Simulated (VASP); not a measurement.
# Zn5CdSe5S (an interface model) in VASP: single point with PBEsol

Aim: the single point of Zn5CdSe5S (an interface model) with PBEsol.

Everything below comes from runs of VASP 6.6.1. Logs are shortened: lines on timing, memory, paths and dates and some standing lists are left out, and cuts for length are marked.

## 1. The cell of the first run

The cell holds layers of an interface, 12 atoms: a = 4.119 Å, b = 4.119 Å, c = 16.637 Å, α = 90.00°, β = 90.00°, γ = 90.00°.

## 2. Single point, PBEsol

The input, INCAR:

```
  PREC = Accurate
  ENCUT = 400
  EDIFF = 1E-6
  ISMEAR = -1
  SIGMA = 0.05
  LREAL = False
  LASPH = True
  NELM = 120
  ALGO = Normal
  ISIF = 2
  LWAVE = False
  LCHARG = True
  GGA = PS
  LELF = True
  LVHAR = True
  NBANDS = 66
  GGA_COMPAT = False
```

The input, KPOINTS:

```
Automatic mesh
0
Gamma
  6 6 1
```

The input, POSCAR:

```
Zn5CdSe5S
1.0
    2.9122460000      2.9122460000      0.0000000000
   -2.9122460000      2.9122460000      0.0000000000
    0.0000000000      0.0000000000     16.6373290000
Cd Zn S Se
1 5 1 5
Direct
    0.0000000000      0.0000000000      0.0000000000
    0.0000000000      0.0000000000      0.3400340000
    0.0000000000      0.0000000000      0.6700170000
    0.5000000000      0.5000000000      0.1750430000
    0.5000000000      0.5000000000      0.5050260000
    0.5000000000      0.5000000000      0.8350090000
    0.5000000000      0.0000000000      0.0875210000
    0.5000000000      0.0000000000      0.4225300000
    0.5000000000      0.0000000000      0.7525130000
    0.0000000000      0.5000000000      0.2575390000
    0.0000000000      0.5000000000      0.5875210000
    0.0000000000      0.5000000000      0.9175040000
```

Potentials or basis: VASP PAW PBE potentials, release 64 (Cd, Zn, S, Se).

Started as:

```sh
$ cat potpaw_PBE.64/Cd/POTCAR potpaw_PBE.64/Zn/POTCAR potpaw_PBE.64/S/POTCAR potpaw_PBE.64/Se/POTCAR > POTCAR
$ mpirun -np 1 vasp_std > vasp.out
```

OUTCAR:

```text
PREC = Accurate
   ENCUT = 400
   EDIFF = 1E-6
   ISMEAR = -1
   LREAL = False
   LASPH = True
   NELM = 120
   ISIF = 2
   GGA = PS

 ion  position               nearest neighbor table
   1  0.000  0.000  0.000-  12 2.47  12 2.47   7 2.52   7 2.52
   2  0.000  0.000  0.340-  10 2.47  10 2.47   8 2.47   8 2.47
   3  0.000  0.000  0.670-   9 2.47  11 2.47  11 2.47   9 2.47
   4  0.500  0.500  0.175-  10 2.47  10 2.47   7 2.52   7 2.52
   5  0.500  0.500  0.505-  11 2.47  11 2.47   8 2.47   8 2.47
   6  0.500  0.500  0.835-  12 2.47  12 2.47   9 2.47   9 2.47
   7  0.500  0.000  0.088-   1 2.52   1 2.52   4 2.52   4 2.52
   8  0.500  0.000  0.423-   2 2.47   5 2.47   5 2.47   2 2.47
   9  0.500  0.000  0.753-   3 2.47   6 2.47   6 2.47   3 2.47
  10  0.000  0.500  0.258-   2 2.47   2 2.47   4 2.47   4 2.47
  11  0.000  0.500  0.588-   5 2.47   5 2.47   3 2.47   3 2.47
  12  0.000  0.500  0.918-   6 2.47   6 2.47   1 2.47   1 2.47

  LATTYP: Found a simple tetragonal cell.
 ALAT       =     4.1185377902
 C/A-ratio  =     4.0396203331

  Lattice vectors:

 A1 = (   2.9122460000,   2.9122460000,   0.0000000000)
 A2 = (  -2.9122460000,   2.9122460000,   0.0000000000)
 A3 = (   0.0000000000,   0.0000000000,  16.6373290000)

Analysis of symmetry for initial positions (statically):
=====================================================================
 Subroutine PRICEL returns:
 Original cell was already a primitive cell.

 Routine SETGRP: Setting up the symmetry group for a
 simple tetragonal supercell.

 Subroutine GETGRP returns: Found  4 space group operations
 (whereof  4 operations were pure point group operations)
 out of a pool of 16 trial point group operations.

The static configuration has the point symmetry C_2v.

Analysis of symmetry for dynamics (positions and initial velocities):
=====================================================================
 Subroutine PRICEL returns:
 Original cell was already a primitive cell.

 Routine SETGRP: Setting up the symmetry group for a
 simple tetragonal supercell.

 Subroutine GETGRP returns: Found  4 space group operations
 (whereof  4 operations were pure point group operations)
 out of a pool of 16 trial point group operations.

The dynamic configuration has the point symmetry C_2v.

 Subroutine INISYM returns: Found  4 space group operations
 (whereof  4 operations are pure point group operations),
 and found     1 'primitive' translations

----------------------------------------------------------------------------------------

                                     Primitive cell

  volume of cell :     282.2083

  direct lattice vectors                    reciprocal lattice vectors
     2.912246000  2.912246000  0.000000000     0.171688793  0.171688793  0.000000000
    -2.912246000  2.912246000  0.000000000    -0.171688793  0.171688793  0.000000000
     0.000000000  0.000000000 16.637329000     0.000000000  0.000000000  0.060105802

  length of vectors
     4.118537790  4.118537790 16.637329000     0.242804619  0.242804619  0.060105802

  position of ions in fractional coordinates (direct lattice)
     0.000000000  0.000000000  0.000000000
     0.000000000  0.000000000  0.340034000
     0.000000000  0.000000000  0.670017000
     0.500000000  0.500000000  0.175043000
     0.500000000  0.500000000  0.505026000
     0.500000000  0.500000000  0.835009000
     0.500000000  0.000000000  0.087521000
     0.500000000  0.000000000  0.422530000
     0.500000000  0.000000000  0.752513000
     0.000000000  0.500000000  0.257539000
     0.000000000  0.500000000  0.587521000
     0.000000000  0.500000000  0.917504000

  ion indices of the primitive-cell ions
   primitive index   ion index
                 1           1
                 2           2
                 3           3
                 4           4
                 5           5
                 6           6
                 7           7
                 8           8
                 9           9
                10          10
                11          11
                12          12

----------------------------------------------------------------------------------------

 KPOINTS: Automatic mesh

Automatic generation of k-mesh.
 Grid dimensions read from file:
 generate k-points for:    6    6    1

 Generating k-lattice:

  Cartesian coordinates                     Fractional coordinates (reciprocal lattice)
     0.028614799  0.028614799  0.000000000     0.166666667  0.000000000  0.000000000
    -0.028614799  0.028614799  0.000000000     0.000000000  0.166666667  0.000000000
     0.000000000  0.000000000  0.060105802     0.000000000  0.000000000  1.000000000

  Length of vectors
     0.040467437  0.040467437  0.060105802

  Shift w.r.t. Gamma in fractional coordinates (k-lattice)
     0.000000000  0.000000000  0.000000000

 Subroutine IBZKPT returns following result:
 ===========================================

 Found     16 irreducible k-points:

 Following reciprocal coordinates:
            Coordinates               Weight
  0.000000  0.000000  0.000000      1.000000
  0.166667  0.000000  0.000000      2.000000
  0.000000  0.166667  0.000000      2.000000
  0.333333  0.000000  0.000000      2.000000
  0.000000  0.333333  0.000000      2.000000
  0.500000  0.000000  0.000000      1.000000
[... 8 lines left out ...]
 -0.333333  0.500000  0.000000      2.000000
  0.500000  0.500000  0.000000      1.000000
   k-points           NKPTS =     16   k-points in BZ     NKDIM =     16   number of bands    NBANDS=     66
   number of dos      NEDOS =    301   number of ions     NIONS =     12
   total plane-waves  NPLWV =  87808
   dimension x,y,z NGX =    28 NGY =   28 NGZ =  112
   dimension x,y,z NGXF=    56 NGYF=   56 NGZF=  224
   ions per type =               1   5   1   5
   NGX,Y,Z   is equivalent  to a cutoff of  11.30, 11.30, 11.19 a.u.
   NGXF,Y,Z  is equivalent  to a cutoff of  22.60, 22.60, 22.38 a.u.
 SYSTEM =  unknown system
   PREC   = accura    normal or accurate (medium, high low for compatibility)
   ISTART =      0    job   : 0-new  1-cont  2-samecut
   ICHARG =      2    charge: 1-file 2-atom 10-const
   ISPIN  =      1    spin polarized calculation?
   LNONCOLLINEAR =      F non collinear calculations
   LSORBIT =      F    spin-orbit coupling
   LASPH  =      T    aspherical Exc in radial PAW
   ENCUT  =  400.0 eV  29.40 Ry    5.42 a.u.   6.72  6.72 27.13*2*pi/ulx,y,z
   NELM   =    120;   NELMIN=  2; NELMDL= -5     # of ELM steps
   EDIFF  = 0.1E-05   stopping-criterion for ELM
   LREAL  =      F    real-space projection
   EDIFFG = 0.1E-04   stopping-criterion for IOM
   NSW    =      0    number of steps for IOM
   IBRION =     -1    ionic relax: 0-MD 1-quasi-New 2-CG
   NFREE  =      0    steps in history (QN), initial steepest desc. (CG)
   ISIF   =      2    stress and relaxation
   ISYM   =      2    0-nonsym 1-usesym 2-fastsym
   POTIM  = 0.5000    time-step for ionic-motion
   TEBEG  =    0.0;   TEEND  =   0.0 temperature during run
   PSTRESS=    0.0 pullay stress
   NELECT =     108.0000    total number of electrons
   NUPDOWN=      -1.0000    fix difference up-down
   EMIN   =  10.00;   EMAX   =-10.00  energy-range for DOS
   EFERMI =   0.00;   METHOD = LEGACY
   ISMEAR =    -1;   SIGMA  =   0.05  broadening in eV -4-tet -1-fermi 0-gaus
   EFERMI_NEDOS =   21; number of points for ismear=-14 and -15
   IALGO  =     38    algorithm
   IMIX   =      4    mixing-type and parameters
     AMIX     =   0.40;   BMIX     =  1.00
     AMIX_MAG =   1.60;   BMIX_MAG =  1.00
  volume/ion in A,a.u.               =      23.52       158.70
  Fermi-wavevector in a.u.,A,eV,Ry     =   1.188574  2.246079 19.221057  1.412708
  Thomas-Fermi vector in A             =   2.324700
   LORBIT       =      0    0 simple, 1 ext, 2 COOP (PROOUT), +10 PAW based schemes
   GGA     = PS    functional components
   LHFCALC =     F    Hartree Fock is set to
   AEXX    =    0.0000 exact exchange contribution
   IVDW    =     0    specifies the selected vdW correction
   LEPSILON=     F    determine dielectric tensor
   LRPA    =     F    only Hartree local field effects (RPA)
 non-spin polarized calculation
  energy-cutoff  :      400.00
  volume of cell :      282.21
 maximum number of plane-waves:      5188
   NGX = 13   NGY = 13   NGZ = 55

 number of electron     107.9999962 magnetization

 Free energy of the ion-electron system (eV)
  ---------------------------------------------------
  ext. energy  EPLUGINS =         0.00000000
  ---------------------------------------------------
  free energy    TOTEN  =       -40.23933825 eV

  energy without entropy =      -40.23933325  energy(sigma->0) =      -40.23933575

 E-fermi :   1.8702     XC(G=0):  -9.4203

 val. band max:        1.3932403949   @ k =   0.0000   0.0000   0.0000
 cond. band min:       2.3393835514   @ k =   0.0000   0.0000   0.0000
 fundamental gap:      0.9461431566
 Fermi energy:         1.8702063679

 k-point     1 :       0.0000    0.0000    0.0000
  band No.  band energies     occupation
      1     -11.8361      2.00000
      2     -11.6775      2.00000
      3     -11.4712      2.00000
      4     -11.1288      2.00000
      5     -10.9120      2.00000
      6     -10.5198      2.00000
[... 58 lines left out ...]
     65       6.0238      0.00000
     66       7.1411      0.00000

 k-point     2 :       0.1667    0.0000    0.0000
  band No.  band energies     occupation
      1     -11.7327      2.00000
      2     -11.5913      2.00000
      3     -11.3988      2.00000
      4     -11.0986      2.00000
      5     -10.9044      2.00000
      6     -10.5063      2.00000
[... 58 lines left out ...]
     65       6.7393      0.00000
     66       6.9600      0.00000

 k-point     3 :       0.0000    0.1667    0.0000
  band No.  band energies     occupation
      1     -11.7348      2.00000
      2     -11.5939      2.00000
      3     -11.3993      2.00000
      4     -11.1000      2.00000
      5     -10.9040      2.00000
      6     -10.4979      2.00000
[... 886 lines left out ...]
     65       6.9705      0.00000
     66       6.9911      0.00000

 k-point    16 :       0.5000    0.5000    0.0000
  band No.  band energies     occupation
      1     -11.1469      2.00000
      2     -10.8748      2.00000
      3     -10.8668      2.00000
      4     -10.8598      2.00000
      5     -10.8564      2.00000
      6     -10.2842      2.00000
[... 58 lines left out ...]
     65       6.2798      0.00000
     66       6.6041      0.00000

------------------------ aborting loop because EDIFF is reached ----------------------------------------

  FORCE on cell =-STRESS in cart. coord.  units (eV):
  Direction    XX          YY          ZZ          XY          YZ          ZX
  --------------------------------------------------------------------------------------
  -------------------------------------------------------------------------------------
  Total       -3.7258981     -3.7258981     -1.3410156     -0.9124174      0.0000000      0.0000000
  in kB      -21.1529938    -21.1529938     -7.6133310     -5.1800555      0.0000000      0.0000000
  external PRESSURE =     -16.6397729 kB  Pullay stress =       0.0000000 kB

 VOLUME and BASIS-vectors are now :
 -----------------------------------------------------------------------------
  energy-cutoff  :      400.00
  volume of cell :      282.21
      direct lattice vectors                 reciprocal lattice vectors
     2.912246000  2.912246000  0.000000000     0.171688793  0.171688793  0.000000000
    -2.912246000  2.912246000  0.000000000    -0.171688793  0.171688793  0.000000000
     0.000000000  0.000000000 16.637329000     0.000000000  0.000000000  0.060105802

 POSITION                                       TOTAL-FORCE (eV/Angst)
 -----------------------------------------------------------------------------------
      0.00000      0.00000      0.00000         0.000000      0.000000      1.236689
      0.00000      0.00000      5.65726        -0.000000     -0.000000     -0.006501
      0.00000      0.00000     11.14729         0.000000      0.000000      0.008796
      0.00000      2.91225      2.91225        -0.000000     -0.000000     -0.764620
      0.00000      2.91225      8.40228        -0.000000     -0.000000      0.007169
      0.00000      2.91225     13.89232        -0.000000     -0.000000     -0.036028
      1.45612      1.45612      1.45612        -0.000000     -0.000000      1.163110
      1.45612      1.45612      7.02977        -0.000000     -0.000000     -0.007641
      1.45612      1.45612     12.51981        -0.000000     -0.000000     -0.007882
     -1.45612      1.45612      4.28476        -0.000000     -0.000000     -0.139082
     -1.45612      1.45612      9.77478        -0.000000     -0.000000     -0.007278
     -1.45612      1.45612     15.26482        -0.000000     -0.000000     -1.446733
 -----------------------------------------------------------------------------------
    total drift:                               -0.000000      0.000000      0.003699

  FREE ENERGIE OF THE ION-ELECTRON SYSTEM (eV)
  ---------------------------------------------------
  free  energy   TOTEN  =       -40.2393382471 eV

  energy  without entropy=      -40.2393332494  energy(sigma->0) =      -40.23933575
```

Wall time 5.1 min (1 thread of Oxide Virtual Turin-like, shared host); peak memory 0.36 GiB.

Results:

```
Free energy            : -40.2393 eV
Pressure               : -1.7 GPa
Largest force          : 1.447 eV/Å
Band gap on the k mesh : 0.95 eV
```

Forces in eV/Å, atoms in the order of the input:
```
Cd   0.000  0.000  1.237
Zn   0.000  0.000 -0.007
Zn   0.000  0.000  0.009
Zn   0.000  0.000 -0.765
Zn   0.000  0.000  0.007
Zn   0.000  0.000 -0.036
S    0.000  0.000  1.163
Se   0.000  0.000 -0.008
Se   0.000  0.000 -0.008
Se   0.000  0.000 -0.139
Se   0.000  0.000 -0.007
Se   0.000  0.000 -1.447
```

Caveat: the PAW data sets were made with another functional, which shifts forces and pressure a little.
